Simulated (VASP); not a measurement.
Set up this calculation in VASP 6.6.1, as the native input.

```
Task                   : relaxation of cell and atoms
Functional             : r2SCAN
Dispersion             : D4
Potentials or basis    : VASP PAW PBE potentials, release 64 (Ti_sv)
Cutoff                 : 600 eV
k mesh                 : 8 × 8 × 11
Occupations            : fermi-dirac, width 0.1 eV
Spin                   : no spin polarisation
Dipole correction      : no
Further INCAR settings : ALGO = Normal; EDIFF = 1e-06; IBRION = 2; EDIFFG = -0.05; NSW = 80; ISIF = 3
```

Ti:

```
Ti
1.0
     4.60000    0.00000    0.00000
    -2.30000    3.98372    0.00000
     0.00000    0.00000    2.82000
Ti
3
Direct
  0.00000 0.00000 0.00000
  0.33333 0.66667 0.50000
  0.66667 0.33333 0.50000
```

This isn't the form of Ti at room conditions, which is hcp.

The input as run:

POSCAR

```
Ti
1.0
    4.6000000000      0.0000000000      0.0000000000
   -2.3000000000      3.9837168600      0.0000000000
    0.0000000000      0.0000000000      2.8200000000
Ti
3
Direct
    0.0000000000      0.0000000000      0.0000000000
    0.3333333300      0.6666666700      0.5000000000
    0.6666666700      0.3333333300      0.5000000000
```

INCAR.step1

```
ALGO = Normal
EDIFF = 1E-4
ENCUT = 600
GGA = PE
ISMEAR = -1
LASPH = T
LCHARG = F
LREAL = F
LWAVE = T
NELM = 60
PREC = Accurate
SIGMA = 0.1
```

INCAR.step2

```
ALGO = Normal
EDIFF = 1E-6
EDIFFG = -0.05
ENCUT = 600
IBRION = 2
ISIF = 3
ISMEAR = -1
ISTART = 1
IVDW = 13
LASPH = T
LCHARG = F
LMIXTAU = T
LREAL = F
LWAVE = F
METAGGA = R2SCAN
NELM = 60
NSW = 80
PREC = Accurate
SIGMA = 0.1
VDW_A1 = 0.51559235
VDW_A2 = 5.77342911
VDW_S6 = 1.0
VDW_S8 = 0.6018749
```

KPOINTS

```
k-points
0
Gamma
  8 8 11
```

Potentials or basis: VASP PAW PBE potentials, release 64 (Ti_sv).

Command:

```console
$ cat potpaw_PBE.64/Ti_sv/POTCAR > POTCAR
$ cp INCAR.step1 INCAR
$ mpirun -np 1 vasp_std > vasp.out
$ cp INCAR.step2 INCAR
$ mpirun -np 1 vasp_std > vasp.out
```

It gave:

| Quantity | Value |
| --- | --- |
| Relaxed volume | 17.01 Å³/atom |
| Relaxed cell | a = 4.566 Å, b = 4.566 Å, c = 2.825 Å, α = 90.00°, β = 90.00°, γ = 120.00° |
| Space group after relaxing (to 0.1 Å) | P6/mmm (No. 191) |
| Energy gained by relaxing | 1.6 meV/atom |
| Ionic steps | 4 |
| Pressure after relaxing | 0.0 GPa |
| Band gap on the k mesh | zero (bands 18 and 19 overlap by 0.21 eV) |
| Dispersion energy per atom | -0.069 eV |

Caveat: the PAW data sets were made with another functional, which shifts forces and pressure a little.

Run time: 43 min on 1 thread of AMD EPYC 7R13, on a shared host, peak memory 0.23 GiB.
